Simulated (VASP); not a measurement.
# BaTa3 (Pm-3m) in VASP: further runs

The runs below take BaTa3 through single point, relaxation of cell and atoms, with PBE.

Program: VASP 6.6.1. These are calculated values, not measurements. Logs are shortened: lines on timing, memory, paths and dates and some standing lists are left out, and cuts for length are marked.

**1. The cell of the first run**

The structure is cubic, space group Pm-3m (No. 221). Conventional cell: a = 4.409 Å, b = 4.409 Å, c = 4.409 Å, α = 90.00°, β = 90.00°, γ = 90.00°. Ba (site symmetry m-3m) has 12 Ta at 3.12 Å within 4.1 Å. Ta (site symmetry 4/mmm) has 4 Ba at 3.12 Å and 8 Ta at 3.12 Å within 4.1 Å.

**2. Single point, PBE**

Input file INCAR:

```
  PREC = Accurate
  ENCUT = 520
  EDIFF = 1E-6
  ISMEAR = 0
  SIGMA = 0.1
  LREAL = False
  LASPH = True
  NELM = 100
  ALGO = Normal
  ISIF = 2
  LWAVE = False
  LCHARG = True
  GGA = PE
  LELF = True
  LVHAR = True
  NBANDS = 30
```

Input file KPOINTS:

```
regular mesh
0
Gamma
  4 4 4
```

Input file POSCAR:

```
BaTa3
1.0
    4.4090103601      0.0000000000      0.0000000000
    0.0000000000      4.4090103601      0.0000000000
    0.0000000000      0.0000000000      4.4090103601
Ba Ta
1 3
Direct
    0.0000000000      0.0000000000      0.0000000000
    0.0000000000      0.5000000000      0.5000000000
    0.5000000000      0.0000000000      0.5000000000
    0.5000000000      0.5000000000      0.0000000000
```

Potentials or basis: VASP PAW PBE potentials, release 64 (Ba_sv, Ta_pv).

The run is started by

```console
cat potpaw_PBE.64/Ba_sv/POTCAR potpaw_PBE.64/Ta_pv/POTCAR > POTCAR
mpirun -np 1 vasp_std > vasp.out
```

OUTCAR:

```text
PREC = Accurate
   ENCUT = 520
   EDIFF = 1E-6
   ISMEAR = 0
   LREAL = False
   LASPH = True
   NELM = 100
   ISIF = 2
   GGA = PE

 ion  position               nearest neighbor table
   1  0.000  0.000  0.000-   2 3.12   3 3.12   4 3.12   2 3.12   3 3.12   2 3.12   4 3.12   2 3.12
                             3 3.12   4 3.12   3 3.12   4 3.12
   2  0.000  0.500  0.500-   1 3.12   3 3.12   4 3.12   1 3.12   4 3.12   1 3.12   3 3.12   1 3.12
                             3 3.12   4 3.12   4 3.12   3 3.12
   3  0.500  0.000  0.500-   1 3.12   2 3.12   4 3.12   1 3.12   4 3.12   2 3.12   4 3.12   4 3.12
                             1 3.12   2 3.12   1 3.12   2 3.12
   4  0.500  0.500  0.000-   1 3.12   2 3.12   3 3.12   2 3.12   3 3.12   1 3.12   3 3.12   3 3.12
                             1 3.12   2 3.12   2 3.12   1 3.12

  LATTYP: Found a simple cubic cell.
 ALAT       =     4.4090103601

  Lattice vectors:

 A1 = (   4.4090103601,   0.0000000000,   0.0000000000)
 A2 = (   0.0000000000,   4.4090103601,   0.0000000000)
 A3 = (   0.0000000000,   0.0000000000,   4.4090103601)

Analysis of symmetry for initial positions (statically):
=====================================================================
 Subroutine PRICEL returns:
 Original cell was already a primitive cell.

 Routine SETGRP: Setting up the symmetry group for a
 simple cubic supercell.

 Subroutine GETGRP returns: Found 48 space group operations
 (whereof 48 operations were pure point group operations)
 out of a pool of 48 trial point group operations.

The static configuration has the point symmetry O_h .

Analysis of symmetry for dynamics (positions and initial velocities):
=====================================================================
 Subroutine PRICEL returns:
 Original cell was already a primitive cell.

 Routine SETGRP: Setting up the symmetry group for a
 simple cubic supercell.

 Subroutine GETGRP returns: Found 48 space group operations
 (whereof 48 operations were pure point group operations)
 out of a pool of 48 trial point group operations.

The dynamic configuration has the point symmetry O_h .

 Subroutine INISYM returns: Found 48 space group operations
 (whereof 48 operations are pure point group operations),
 and found     1 'primitive' translations

----------------------------------------------------------------------------------------

                                     Primitive cell

  volume of cell :      85.7084

[... 76 lines left out ...]
   NELM   =    100;   NELMIN=  2; NELMDL= -5     # of ELM steps
   EDIFF  = 0.1E-05   stopping-criterion for ELM
   LREAL  =      F    real-space projection
   EDIFFG = 0.1E-04   stopping-criterion for IOM
   NSW    =      0    number of steps for IOM
   IBRION =     -1    ionic relax: 0-MD 1-quasi-New 2-CG
   NFREE  =      0    steps in history (QN), initial steepest desc. (CG)
   ISIF   =      2    stress and relaxation
   ISYM   =      2    0-nonsym 1-usesym 2-fastsym
   POTIM  = 0.5000    time-step for ionic-motion
   TEBEG  =    0.0;   TEEND  =   0.0 temperature during run
   PSTRESS=    0.0 pullay stress
   NELECT =      43.0000    total number of electrons
   NUPDOWN=      -1.0000    fix difference up-down
   EMIN   =  10.00;   EMAX   =-10.00  energy-range for DOS
   EFERMI =   0.00;   METHOD = LEGACY
   ISMEAR =     0;   SIGMA  =   0.10  broadening in eV -4-tet -1-fermi 0-gaus
   EFERMI_NEDOS =   21; number of points for ismear=-14 and -15
   IALGO  =     38    algorithm
   IMIX   =      4    mixing-type and parameters
     AMIX     =   0.40;   BMIX     =  1.00
     AMIX_MAG =   1.60;   BMIX_MAG =  1.00
  volume/ion in A,a.u.               =      21.43       144.60
  Fermi-wavevector in a.u.,A,eV,Ry     =   1.300838  2.458227 23.023498  1.692179
  Thomas-Fermi vector in A             =   2.432011
   LORBIT       =      0    0 simple, 1 ext, 2 COOP (PROOUT), +10 PAW based schemes
   GGA     = PE    functional components
   LHFCALC =     F    Hartree Fock is set to
   AEXX    =    0.0000 exact exchange contribution
   IVDW    =     0    specifies the selected vdW correction
   LEPSILON=     F    determine dielectric tensor
   LRPA    =     F    only Hartree local field effects (RPA)
 non-spin polarized calculation
 Gauss-broadening in eV      SIGMA  =   0.10
  energy-cutoff  :      520.00
  volume of cell :       85.71
 maximum number of plane-waves:      2325
 NGX is ok and might be reduce to    36
   NGX = 17   NGY = 17   NGZ = 17

 number of electron      43.0000013 magnetization

 Free energy of the ion-electron system (eV)
  ---------------------------------------------------
  ext. energy  EPLUGINS =         0.00000000
  ---------------------------------------------------
  free energy    TOTEN  =       -31.65266228 eV

  energy without entropy =      -31.61198347  energy(sigma->0) =      -31.63232287

 E-fermi :   5.4277     XC(G=0): -11.7557

 val. band max:        5.4250049948   @ k =   0.5000   0.5000   0.2500
 cond. band min:       5.4427242414   @ k =   0.5000   0.2500   0.2500
 fundamental gap:      0.0177192466
 Fermi energy:         5.4276913730

 k-point     1 :       0.0000    0.0000    0.0000
  band No.  band energies     occupation
      1     -29.4828      2.00000
      2     -29.4828      2.00000
      3     -29.4828      2.00000
      4     -29.2716      2.00000
      5     -29.2716      2.00000
      6     -29.2716      2.00000
[... 319 lines left out ...]
     29       8.5477      0.00000
     30       9.8352      0.00000

------------------------ aborting loop because EDIFF is reached ----------------------------------------

  FORCE on cell =-STRESS in cart. coord.  units (eV):
  Direction    XX          YY          ZZ          XY          YZ          ZX
  --------------------------------------------------------------------------------------
  -------------------------------------------------------------------------------------
  Total        2.3068373      2.3068373      2.3068373     -0.0000000      0.0000000      0.0000000
  in kB       43.1225261     43.1225261     43.1225261     -0.0000000      0.0000000      0.0000000
  external PRESSURE =      43.1225261 kB  Pullay stress =       0.0000000 kB

 VOLUME and BASIS-vectors are now :
 -----------------------------------------------------------------------------
  energy-cutoff  :      520.00
  volume of cell :       85.71
      direct lattice vectors                 reciprocal lattice vectors
     4.409010360  0.000000000  0.000000000     0.226808267  0.000000000  0.000000000
     0.000000000  4.409010360  0.000000000     0.000000000  0.226808267  0.000000000
     0.000000000  0.000000000  4.409010360     0.000000000  0.000000000  0.226808267

 POSITION                                       TOTAL-FORCE (eV/Angst)
 -----------------------------------------------------------------------------------
      0.00000      0.00000      0.00000         0.000000      0.000000      0.000000
      0.00000      2.20451      2.20451         0.000000      0.000000      0.000000
      2.20451      0.00000      2.20451         0.000000      0.000000      0.000000
      2.20451      2.20451      0.00000         0.000000      0.000000      0.000000
 -----------------------------------------------------------------------------------
    total drift:                                0.000000      0.000000      0.000000

  FREE ENERGIE OF THE ION-ELECTRON SYSTEM (eV)
  ---------------------------------------------------
  free  energy   TOTEN  =       -31.6526622837 eV

  energy  without entropy=      -31.6119834661  energy(sigma->0) =      -31.63232287
```

OSZICAR:

```text
N       E                     dE             d eps       ncg     rms          rms(c)
DAV:   1     0.391597217793E+03    0.39160E+03   -0.23125E+04   600   0.142E+03
DAV:   2    -0.165085420547E+02   -0.40811E+03   -0.39735E+03   700   0.402E+02
DAV:   3    -0.340055028752E+02   -0.17497E+02   -0.16723E+02   802   0.729E+01
DAV:   4    -0.345054634580E+02   -0.49996E+00   -0.49760E+00   818   0.103E+01
DAV:   5    -0.345170488732E+02   -0.11585E-01   -0.11583E-01   778   0.114E+00    0.229E+01
DAV:   6    -0.319533502645E+02    0.25637E+01   -0.87374E+00   782   0.135E+01    0.103E+01
DAV:   7    -0.316778634526E+02    0.27549E+00   -0.85827E-01   702   0.517E+00    0.326E+00
DAV:   8    -0.316529943050E+02    0.24869E-01   -0.81242E-02   730   0.144E+00    0.614E-01
DAV:   9    -0.316525772173E+02    0.41709E-03   -0.72691E-03   768   0.422E-01    0.167E-01
DAV:  10    -0.316526720518E+02   -0.94834E-04   -0.38256E-04   750   0.121E-01    0.382E-02
DAV:  11    -0.316526695533E+02    0.24985E-05   -0.24280E-05   648   0.253E-02    0.113E-02
DAV:  12    -0.316526625325E+02    0.70207E-05   -0.29593E-06   600   0.102E-02    0.222E-03
DAV:  13    -0.316526622837E+02    0.24886E-06   -0.26692E-07   354   0.282E-03
   1 F= -.31652662E+02 E0= -.31632323E+02  d E =-.406788E-01
```

It took 29 s on 1 thread of Intel Xeon Platinum 8488C (Sapphire Rapids), shared host; peak memory 0.21 GiB.

Results:

- Free energy: -31.6527 eV
- Pressure: 4.3 GPa

Caveat: spin-orbit coupling is left out, which moves the levels of the heavy elements.

**3. Single point, PBE**

This run uses another cell than the first one, of 21.98 Å³/atom, 1.026 times its volume.

Input file INCAR:

```
ALGO = Fast ; EDIFF = 1E-6
ENCUT = 520 ; GGA = PE
ISIF = 2 ; ISMEAR = 0
LASPH = T ; LCHARG = F
LREAL = F ; LWAVE = F
NBANDS = 30 ; NELM = 80
PREC = Accurate ; SIGMA = 0.1
```

Input file KPOINTS:

```
k-points
0
Gamma
  10 10 10
```

Input file POSCAR:

```
BaTa3
1.0
    4.4464655344      0.0000000000      0.0000000000
    0.0000000000      4.4464655344      0.0000000000
    0.0000000000      0.0000000000      4.4464655344
Ba Ta
1 3
Direct
    0.0000000000      0.0000000000      0.0000000000
    0.0000000000      0.5000000000      0.5000000000
    0.5000000000      0.0000000000      0.5000000000
    0.5000000000      0.5000000000      0.0000000000
```

Potentials or basis: VASP PAW PBE potentials, release 64 (Ba_sv, Ta_pv).

The run is started by

```console
cat potpaw_PBE.64/Ba_sv/POTCAR potpaw_PBE.64/Ta_pv/POTCAR > POTCAR
mpirun -np 1 vasp_std > vasp.out
```

It took 3.1 min on 1 thread of Intel Xeon Platinum 8488C (Sapphire Rapids), shared host; peak memory 0.29 GiB.

It converged, with:

* Free energy: -31.7011 eV
* Pressure: 1.7 GPa

Levels at points of the mesh, in eV from the Fermi level:
```tsv
k point	band 19	band 20	band 21	band 22	band 23	band 24
(0.00, 0.00, 0.00)	-2.94	-2.94	0.48	0.48	0.48	2.90
(0.50, 0.00, 0.00)	-1.17	-1.02	-1.02	-0.34	-0.34	0.72
(0.50, 0.50, 0.00)	-0.95	-0.77	-0.60	-0.49	-0.49	-0.17
(0.50, 0.50, 0.50)	-0.35	-0.35	-0.13	0.40	0.40	0.40
```

Caveat: spin-orbit coupling is left out, which moves the levels of the heavy elements.

**4. Relaxation of cell and atoms, PBE**

Input file INCAR:

```
SYSTEM = BaTa3
PREC = Accurate ; ENCUT = 600
EDIFF = 1E-7 ; ISMEAR = 0
SIGMA = 0.1 ; LREAL = .FALSE.
LASPH = .TRUE. ; NELM = 100
ALGO = Fast ; ISIF = 3
LWAVE = .FALSE. ; LCHARG = .FALSE.
GGA = PE ; IBRION = 2
NSW = 100 ; EDIFFG = -0.01
```

Input file KPOINTS:

```
regular mesh
0
G
  10 10 10
  0 0 0
```

Input file POSCAR:

```
BaTa3
1.0
    4.4090103601      0.0000000000      0.0000000000
    0.0000000000      4.4090103601      0.0000000000
    0.0000000000      0.0000000000      4.4090103601
Ba Ta
1 3
Direct
    0.0000000000      0.0000000000      0.0000000000
    0.0000000000      0.5000000000      0.5000000000
    0.5000000000      0.0000000000      0.5000000000
    0.5000000000      0.5000000000      0.0000000000
```

Potentials or basis: VASP PAW PBE potentials, release 64 (Ba_sv, Ta_pv).

The run is started by

```console
cat potpaw_PBE.64/Ba_sv/POTCAR potpaw_PBE.64/Ta_pv/POTCAR > POTCAR
mpirun -np 1 vasp_std > vasp.out
```

OUTCAR:

```text
SYSTEM = BaTa3
   PREC = Accurate
   ENCUT = 600
   EDIFF = 1E-7
   ISMEAR = 0
   LREAL = .FALSE.
   LASPH = .TRUE.
   NELM = 100
   ISIF = 3
   GGA = PE
   IBRION = 2
   NSW = 100
   EDIFFG = -0.01

 ion  position               nearest neighbor table
   1  0.000  0.000  0.000-   2 3.12   3 3.12   4 3.12   2 3.12   3 3.12   2 3.12   4 3.12   2 3.12
                             3 3.12   4 3.12   3 3.12   4 3.12
   2  0.000  0.500  0.500-   1 3.12   3 3.12   4 3.12   1 3.12   4 3.12   1 3.12   3 3.12   1 3.12
                             3 3.12   4 3.12   4 3.12   3 3.12
   3  0.500  0.000  0.500-   1 3.12   2 3.12   4 3.12   1 3.12   4 3.12   2 3.12   4 3.12   4 3.12
                             1 3.12   2 3.12   1 3.12   2 3.12
   4  0.500  0.500  0.000-   1 3.12   2 3.12   3 3.12   2 3.12   3 3.12   1 3.12   3 3.12   3 3.12
                             1 3.12   2 3.12   2 3.12   1 3.12

[... 269 lines left out ...]
  ---------------------------------------------------
  ext. energy  EPLUGINS =         0.00000000
  ---------------------------------------------------
  free energy    TOTEN  =       -31.70949899 eV

  energy without entropy =      -31.68652647  energy(sigma->0) =      -31.69801273

 E-fermi :   5.0889     XC(G=0): -11.5491

 val. band max:        5.0844010392   @ k =   0.4000   0.3000   0.0000
 cond. band min:       5.0941800916   @ k =   0.2000   0.2000   0.1000
 fundamental gap:      0.0097790524
 Fermi energy:         5.0888865510

 k-point     1 :       0.0000    0.0000    0.0000
  band No.  band energies     occupation
      1     -29.8702      2.00000
      2     -29.8702      2.00000
      3     -29.8702      2.00000
      4     -29.6914      2.00000
      5     -29.6914      2.00000
      6     -29.6914      2.00000
[... 661 lines left out ...]
     24       6.1188      0.00000
     25       6.2686      0.00000

 [... further k-points ...]
[... 5 lines left out ...]
  --------------------------------------------------------------------------------------
  -------------------------------------------------------------------------------------
  Total       -0.0163756     -0.0163756     -0.0163756      0.0000000      0.0000000      0.0000000
  in kB       -0.2934483     -0.2934483     -0.2934483      0.0000000      0.0000000      0.0000000
  external PRESSURE =      -0.2934483 kB  Pullay stress =       0.0000000 kB
[... 19 lines left out ...]
  FREE ENERGIE OF THE ION-ELECTRON SYSTEM (eV)
  ---------------------------------------------------
  free  energy   TOTEN  =       -31.7094989891 eV

  energy  without entropy=      -31.6865264714  energy(sigma->0) =      -31.69801273

 reached required accuracy - stopping structural energy minimisation
```

OSZICAR:

```text
N       E                     dE             d eps       ncg     rms          rms(c)
DAV:   1     0.419649085455E+03    0.41965E+03   -0.25535E+04  2800   0.190E+03
DAV:   2    -0.138898525096E+02   -0.43354E+03   -0.42967E+03  3263   0.482E+02
DAV:   3    -0.338869022341E+02   -0.19997E+02   -0.19470E+02  3724   0.859E+01
[... 78 lines left out ...]
RMM:  17    -0.317094981139E+02   -0.62025E-06   -0.71596E-06  1810   0.226E-03    0.405E-04
RMM:  18    -0.317094984847E+02   -0.37083E-06   -0.38663E-06  1231   0.146E-03    0.517E-04
RMM:  19    -0.317094987861E+02   -0.30131E-06   -0.26230E-06  1380   0.122E-03    0.745E-04
RMM:  20    -0.317094989116E+02   -0.12558E-06   -0.13400E-06   812   0.817E-04    0.738E-04
RMM:  21    -0.317094989891E+02   -0.77419E-07   -0.76154E-07   700   0.684E-04
   3 F= -.31709499E+02 E0= -.31698013E+02  d E =-.513594E-01
```

CONTCAR:

```text
BaTa3
   1.00000000000000
     4.4715594520953896    0.0000000000000000    0.0000000000000000
     0.0000000000000000    4.4715594520953896    0.0000000000000000
     0.0000000000000000    0.0000000000000000    4.4715594520953896
  Ba              Ta
     1     3
Direct
     0.0000000000000000    0.0000000000000000    0.0000000000000000
     0.0000000000000000    0.5000000000000000    0.5000000000000000
     0.5000000000000000    0.0000000000000000    0.5000000000000000
     0.5000000000000000    0.5000000000000000    0.0000000000000000

  0.00000000E+00  0.00000000E+00  0.00000000E+00
  0.00000000E+00  0.00000000E+00  0.00000000E+00
  0.00000000E+00  0.00000000E+00  0.00000000E+00
  0.00000000E+00  0.00000000E+00  0.00000000E+00
```

It took 11 min on 1 thread of Intel Xeon Platinum 8488C (Sapphire Rapids), shared host; peak memory 0.32 GiB.

What came out:

| Property | Result |
| --- | --- |
| Free energy | -31.7095 eV |
| Relaxed volume | 22.35 Å³/atom |
| Relaxed cell | a = 4.472 Å, b = 4.472 Å, c = 4.472 Å, α = 90.00°, β = 90.00°, γ = 90.00° |
| Space group after relaxing (to 0.05 Å) | Pm-3m (No. 221) |
| Energy gained by relaxing | 12.8 meV/atom |
| Ionic steps | 3 |
| Pressure after relaxing | 0.0 GPa |

Step by step:
```csv
step,energy change (eV),largest force (eV/Å),pressure (GPa),volume (Å³)
1,0.0000,0.0000,4.65,85.71
2,0.0088,0.0000,-4.32,93.66
3,-0.0514,0.0000,-0.03,89.41
```

Final structure:
```xyz
4
Lattice="4.4716 0.0000 0.0000 0.0000 4.4716 0.0000 0.0000 0.0000 4.4716" Properties=species:S:1:pos:R:3 pbc="T T T"
Ba    0.0000    0.0000    0.0000
Ta    0.0000    2.2358    2.2358
Ta    2.2358    0.0000    2.2358
Ta    2.2358    2.2358    0.0000
```

Caveat: spin-orbit coupling is left out, which moves the levels of the heavy elements.

**5. Overview**

| task | cell | k mesh | cutoff (eV) | gap on the mesh (eV) | pressure (GPa) |
| --- | --- | --- | --- | --- | --- |
| single point | a = 4.409 Å, 4 atoms | 4 × 4 × 4 | 520 | none | 4.3 |
| single point | a = 4.446 Å, 4 atoms | 10 × 10 × 10 | 520 | none | 1.7 |
| relaxation of cell and atoms | relaxed from a = 4.409 Å, 4 atoms | 10 × 10 × 10 | 600 | none | 0.0 |

Alike in all rows: level PBE; potentials or basis VASP PAW PBE potentials, release 64 (Ba_sv, Ta_pv); no spin polarisation; smearing gaussian 0.1 eV.

Caveats: spin-orbit coupling is left out, which moves the levels of the heavy elements.

Total energies depend on the potentials used, so only differences within one code and one set of settings carry meaning.
